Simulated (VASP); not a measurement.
# AlBiO4 (P-43m) in VASP: single point with PBE

Aim: the single point of AlBiO4 with PBE.

All numbers are computed with VASP 6.6.1; they aren't measurements. Logs are shortened: lines on timing, memory, paths and dates and some standing lists are left out, and cuts for length are marked.

### Step 1. The cell of the first run

It takes space group P-43m (No. 215, cubic). Conventional cell: a = 4.338 Å, b = 4.338 Å, c = 4.338 Å, α = 90.00°, β = 90.00°, γ = 90.00°. Al (site symmetry -43m) has 4 O at 1.76 Å within 2.3 Å. Within 2.6 Å of Bi (site symmetry -43m) lie 4 O at 1.99 Å. O (site symmetry 3m) has 1 Al at 1.76 Å and 1 Bi at 1.99 Å within 2.3 Å.

### Step 2. Single point, PBE

Input file POSCAR:

```
AlBiO4
1.0
    4.3377111266      0.0000000000      0.0000000000
    0.0000000000      4.3377111266      0.0000000000
    0.0000000000      0.0000000000      4.3377111266
Al Bi O
1 1 4
Direct
    0.0000000000      0.0000000000      0.0000000000
    0.5000000000      0.5000000000      0.5000000000
    0.2346313914      0.2346313914      0.2346313914
    0.7653686086      0.7653686086      0.2346313914
    0.7653686086      0.2346313914      0.7653686086
    0.2346313914      0.7653686086      0.7653686086
```

Input file INCAR.step1:

```
SYSTEM = AlBiO4
ALGO = Normal
EDIFF = 1E-7
ENCUT = 520
GGA = PE
ISIF = 2
ISMEAR = 0
LASPH = .TRUE.
LCHARG = .TRUE.
LREAL = .FALSE.
LWAVE = .FALSE.
NBANDS = 30
NELM = 60
PREC = Accurate
SIGMA = 0.1
```

Input file KPOINTS.step1:

```
k-points
0
G
  10 10 10
  0 0 0
```

Input file INCAR.step2:

```
SYSTEM = AlBiO4
ALGO = Normal
EDIFF = 1E-7
ENCUT = 520
GGA = PE
ICHARG = 11
ISIF = 2
ISMEAR = -5
LASPH = .TRUE.
LCHARG = .FALSE.
LORBIT = 11
LREAL = .FALSE.
LWAVE = .FALSE.
NEDOS = 1001
NELM = 60
PREC = Accurate
SIGMA = 0.1
```

Input file KPOINTS.step2:

```
k-points
0
G
  15 15 15
  0 0 0
```

Potentials or basis: VASP PAW PBE potentials, release 64 (Al, Bi_d, O).

On the command line:

```console
> cat potpaw_PBE.64/Al/POTCAR potpaw_PBE.64/Bi_d/POTCAR potpaw_PBE.64/O/POTCAR > POTCAR
> cp INCAR.step1 INCAR
> cp KPOINTS.step1 KPOINTS
> mpirun -np 1 vasp_std > vasp.out
> cp INCAR.step2 INCAR
> cp KPOINTS.step2 KPOINTS
> mpirun -np 1 vasp_std > vasp.out
```

OUTCAR:

```text
SYSTEM = AlBiO4
   EDIFF = 1E-7
   ENCUT = 520
   GGA = PE
   ICHARG = 11
   ISIF = 2
   ISMEAR = -5
   LASPH = .TRUE.
   LORBIT = 11
   LREAL = .FALSE.
   NELM = 60
   PREC = Accurate

 ion  position               nearest neighbor table
   1  0.000  0.000  0.000-   3 1.76   4 1.76   5 1.76   6 1.76
   2  0.500  0.500  0.500-   3 1.99   4 1.99   5 1.99   6 1.99
   3  0.235  0.235  0.235-   1 1.76   2 1.99
   4  0.765  0.765  0.235-   1 1.76   2 1.99
   5  0.765  0.235  0.765-   1 1.76   2 1.99
   6  0.235  0.765  0.765-   1 1.76   2 1.99

  LATTYP: Found a simple cubic cell.
 ALAT       =     4.3377111266

  Lattice vectors:

 A1 = (   4.3377111266,   0.0000000000,   0.0000000000)
 A2 = (   0.0000000000,   4.3377111266,   0.0000000000)
 A3 = (   0.0000000000,   0.0000000000,   4.3377111266)

Analysis of symmetry for initial positions (statically):
=====================================================================
 Subroutine PRICEL returns:
 Original cell was already a primitive cell.

 Routine SETGRP: Setting up the symmetry group for a
 simple cubic supercell.

 Subroutine GETGRP returns: Found 24 space group operations
 (whereof 24 operations were pure point group operations)
 out of a pool of 48 trial point group operations.

The static configuration has the point symmetry T_d .

Analysis of symmetry for dynamics (positions and initial velocities):
=====================================================================
 Subroutine PRICEL returns:
 Original cell was already a primitive cell.

 Routine SETGRP: Setting up the symmetry group for a
 simple cubic supercell.

 Subroutine GETGRP returns: Found 24 space group operations
 (whereof 24 operations were pure point group operations)
 out of a pool of 48 trial point group operations.

The dynamic configuration has the point symmetry T_d .

 Subroutine INISYM returns: Found 24 space group operations
 (whereof 24 operations are pure point group operations),
 and found     1 'primitive' translations

----------------------------------------------------------------------------------------

                                     Primitive cell

  volume of cell :      81.6172

  direct lattice vectors                    reciprocal lattice vectors
     4.337711127  0.000000000  0.000000000     0.230536329  0.000000000  0.000000000
     0.000000000  4.337711127  0.000000000     0.000000000  0.230536329  0.000000000
     0.000000000  0.000000000  4.337711127     0.000000000  0.000000000  0.230536329

  length of vectors
     4.337711127  4.337711127  4.337711127     0.230536329  0.230536329  0.230536329

  position of ions in fractional coordinates (direct lattice)
     0.000000000  0.000000000  0.000000000
     0.500000000  0.500000000  0.500000000
     0.234631391  0.234631391  0.234631391
     0.765368609  0.765368609  0.234631391
     0.765368609  0.234631391  0.765368609
     0.234631391  0.765368609  0.765368609

  ion indices of the primitive-cell ions
   primitive index   ion index
                 1           1
                 2           2
                 3           3
                 4           4
                 5           5
                 6           6

----------------------------------------------------------------------------------------

 KPOINTS: k-points

Automatic generation of k-mesh.
 Grid dimensions read from file:
 generate k-points for:   15   15   15

 Generating k-lattice:

  Cartesian coordinates                     Fractional coordinates (reciprocal lattice)
     0.015369089  0.000000000  0.000000000     0.066666667  0.000000000  0.000000000
     0.000000000  0.015369089  0.000000000     0.000000000  0.066666667  0.000000000
     0.000000000  0.000000000  0.015369089     0.000000000  0.000000000  0.066666667

  Length of vectors
     0.015369089  0.015369089  0.015369089

  Shift w.r.t. Gamma in fractional coordinates (k-lattice)
     0.000000000  0.000000000  0.000000000

 TETIRR: Found   1667 inequivalent tetrahedra from    20250

 Subroutine IBZKPT returns following result:
 ===========================================

 Found    120 irreducible k-points:

 Following reciprocal coordinates:
            Coordinates               Weight
  0.000000  0.000000  0.000000      1.000000
  0.066667  0.000000  0.000000      6.000000
  0.133333  0.000000  0.000000      6.000000
  0.200000  0.000000  0.000000      6.000000
  0.266667  0.000000  0.000000      6.000000
  0.333333  0.000000  0.000000      6.000000
[... 16 lines left out ...]
  0.266667  0.200000  0.000000     24.000000
  0.333333  0.200000  0.000000     24.000000
 [... further k-points ...]
   k-points           NKPTS =    120   k-points in BZ     NKDIM =    120   number of bands    NBANDS=     25
   number of dos      NEDOS =   1001   number of ions     NIONS =      6
   total plane-waves  NPLWV =  32768
   dimension x,y,z NGX =    32 NGY =   32 NGZ =   32
   dimension x,y,z NGXF=    64 NGYF=   64 NGZF=   64
   ions per type =               1   1   4
   NGX,Y,Z   is equivalent  to a cutoff of  12.26, 12.26, 12.26 a.u.
   NGXF,Y,Z  is equivalent  to a cutoff of  24.53, 24.53, 24.53 a.u.
 SYSTEM =  AlBiO4
   PREC   = accura    normal or accurate (medium, high low for compatibility)
   ISTART =      0    job   : 0-new  1-cont  2-samecut
   ICHARG =     11    charge: 1-file 2-atom 10-const
   ISPIN  =      1    spin polarized calculation?
   LNONCOLLINEAR =      F non collinear calculations
   LSORBIT =      F    spin-orbit coupling
   LASPH  =      T    aspherical Exc in radial PAW
   ENCUT  =  520.0 eV  38.22 Ry    6.18 a.u.   8.07  8.07  8.07*2*pi/ulx,y,z
   NELM   =     60;   NELMIN=  2; NELMDL=  0     # of ELM steps
   EDIFF  = 0.1E-06   stopping-criterion for ELM
   LREAL  =      F    real-space projection
   EDIFFG = 0.1E-05   stopping-criterion for IOM
   NSW    =      0    number of steps for IOM
   IBRION =     -1    ionic relax: 0-MD 1-quasi-New 2-CG
   NFREE  =      0    steps in history (QN), initial steepest desc. (CG)
   ISIF   =      2    stress and relaxation
   ISYM   =      2    0-nonsym 1-usesym 2-fastsym
   POTIM  = 0.5000    time-step for ionic-motion
   TEBEG  =    0.0;   TEEND  =   0.0 temperature during run
   PSTRESS=    0.0 pullay stress
   NELECT =      42.0000    total number of electrons
   NUPDOWN=      -1.0000    fix difference up-down
   EMIN   =  10.00;   EMAX   =-10.00  energy-range for DOS
   EFERMI =   0.00;   METHOD = LEGACY
   ISMEAR =    -5;   SIGMA  =   0.10  broadening in eV -4-tet -1-fermi 0-gaus
   EFERMI_NEDOS =   21; number of points for ismear=-14 and -15
   IALGO  =     38    algorithm
   IMIX   =      4    mixing-type and parameters
     AMIX     =   0.40;   BMIX     =  1.00
     AMIX_MAG =   1.60;   BMIX_MAG =  1.00
  volume/ion in A,a.u.               =      13.60        91.80
  Fermi-wavevector in a.u.,A,eV,Ry     =   1.311890  2.479112 23.416367  1.721054
  Thomas-Fermi vector in A             =   2.442320
   LORBIT       =     11    0 simple, 1 ext, 2 COOP (PROOUT), +10 PAW based schemes
   GGA     = PE    functional components
   LHFCALC =     F    Hartree Fock is set to
   AEXX    =    0.0000 exact exchange contribution
   IVDW    =     0    specifies the selected vdW correction
   LEPSILON=     F    determine dielectric tensor
   LRPA    =     F    only Hartree local field effects (RPA)
 non-spin polarized calculation
 Fermi weights with tetrahedron method with Bloechl corrections
  energy-cutoff  :      520.00
  volume of cell :       81.62
 maximum number of plane-waves:      2242

 number of electron      41.9999967 magnetization

 Free energy of the ion-electron system (eV)
  ---------------------------------------------------
  ext. energy  EPLUGINS =         0.00000000
  ---------------------------------------------------
  free energy    TOTEN  =       -35.00942818 eV

  energy without entropy =      -35.00942818  energy(sigma->0) =      -35.00942818

 E-fermi :   3.2355     XC(G=0): -10.0822

 val. band max:        3.2386438327   @ k =   0.4667   0.4667   0.0667
 cond. band min:       3.1966168365   @ k =   0.0667   0.0667   0.0000
 fundamental gap:     -0.0420269962
 Fermi energy:         3.2355489443

 k-point     1 :       0.0000    0.0000    0.0000
  band No.  band energies     occupation
      1     -19.4073      2.00000
      2     -19.4073      2.00000
      3     -19.4073      2.00000
      4     -19.0153      2.00000
      5     -19.0153      2.00000
      6     -15.1402      2.00000
[... 17 lines left out ...]
     24       8.5709      0.00000
     25       8.5709      0.00000

 k-point     2 :       0.0667    0.0000    0.0000
  band No.  band energies     occupation
      1     -19.4078      2.00000
      2     -19.4078      2.00000
      3     -19.4076      2.00000
      4     -19.0153      2.00000
      5     -19.0147      2.00000
      6     -15.1236      2.00000
[... 17 lines left out ...]
     24       8.6340      0.00000
     25       8.6340      0.00000

 k-point     3 :       0.1333    0.0000    0.0000
  band No.  band energies     occupation
      1     -19.4091      2.00000
      2     -19.4091      2.00000
      3     -19.4085      2.00000
      4     -19.0152      2.00000
      5     -19.0131      2.00000
      6     -15.0747      2.00000
[... 552 lines left out ...]
 k-point    23 :       0.2667    0.2000    0.0000
  band No.  band energies     occupation
      1     -19.4196      2.00000
      2     -19.4145      2.00000
      3     -19.4126      2.00000
      4     -19.0121      2.00000
      5     -19.0058      2.00000
      6     -14.7721      2.00000
[... 17 lines left out ...]
     24       9.5359      0.00000
     25       9.7479      0.00000

 k-point    24 :       0.3333    0.2000    0.0000
  band No.  band energies     occupation
      1     -19.4223      2.00000
      2     -19.4161      2.00000
      3     -19.4137      2.00000
      4     -19.0118      2.00000
      5     -19.0033      2.00000
      6     -14.6673      2.00000
[... 17 lines left out ...]
     24       9.8574      0.00000
     25      10.0287      0.00000

 [... further k-points ...]

------------------------ aborting loop because EDIFF is reached ----------------------------------------

  FORCE on cell =-STRESS in cart. coord.  units (eV):
  Direction    XX          YY          ZZ          XY          YZ          ZX
  --------------------------------------------------------------------------------------
  -------------------------------------------------------------------------------------
  Total        0.0516526      0.0516526      0.0516526      0.0000000      0.0000000      0.0000000
  in kB        1.0139597      1.0139597      1.0139597      0.0000000      0.0000000      0.0000000
  external PRESSURE =       1.0139597 kB  Pullay stress =       0.0000000 kB

 VOLUME and BASIS-vectors are now :
 -----------------------------------------------------------------------------
  energy-cutoff  :      520.00
  volume of cell :       81.62
      direct lattice vectors                 reciprocal lattice vectors
     4.337711127  0.000000000  0.000000000     0.230536329  0.000000000  0.000000000
     0.000000000  4.337711127  0.000000000     0.000000000  0.230536329  0.000000000
     0.000000000  0.000000000  4.337711127     0.000000000  0.000000000  0.230536329

 POSITION                                       TOTAL-FORCE (eV/Angst)
 -----------------------------------------------------------------------------------
      0.00000      0.00000      0.00000        -0.000000      0.000000     -0.000000
      2.16886      2.16886      2.16886        -0.000000      0.000000     -0.000000
      1.01776      1.01776      1.01776        -0.033609     -0.033609     -0.033609
      3.31995      3.31995      1.01776         0.033609      0.033609     -0.033609
      3.31995      1.01776      3.31995         0.033609     -0.033609      0.033609
      1.01776      3.31995      3.31995        -0.033609      0.033609      0.033609
 -----------------------------------------------------------------------------------
    total drift:                               -0.000000     -0.000000      0.000000

  FREE ENERGIE OF THE ION-ELECTRON SYSTEM (eV)
  ---------------------------------------------------
  free  energy   TOTEN  =       -35.0094281814 eV

  energy  without entropy=      -35.0094281814  energy(sigma->0) =      -35.00942818

 total charge

# of ion       s       p       d       tot
------------------------------------------
    1        0.319   0.407   0.000   0.726
    2        1.294   1.223  10.213  12.730
    3        1.558   3.491   0.000   5.049
    4        1.558   3.491   0.000   5.049
    5        1.558   3.491   0.000   5.049
    6        1.558   3.491   0.000   5.049
--------------------------------------------------
tot          7.847  15.594  10.213  33.654
```

Wall time 74 s (1 thread of Intel Xeon 6975P-C (Granite Rapids), shared host); peak memory 0.34 GiB.

Results:

```
Valence electrons inside the program's atomic spheres : Al 0.73; Bi 12.73; O 5.05
```

Levels at points of the mesh, in eV from the Fermi level:
```tsv
k point	band 19	band 20	band 21	band 22	band 23	band 24
(0.00, 0.00, 0.00)	-0.59	-0.34	-0.34	-0.34	5.34	5.34
```

Caveat: spin-orbit coupling is left out, which moves the levels of the heavy elements.
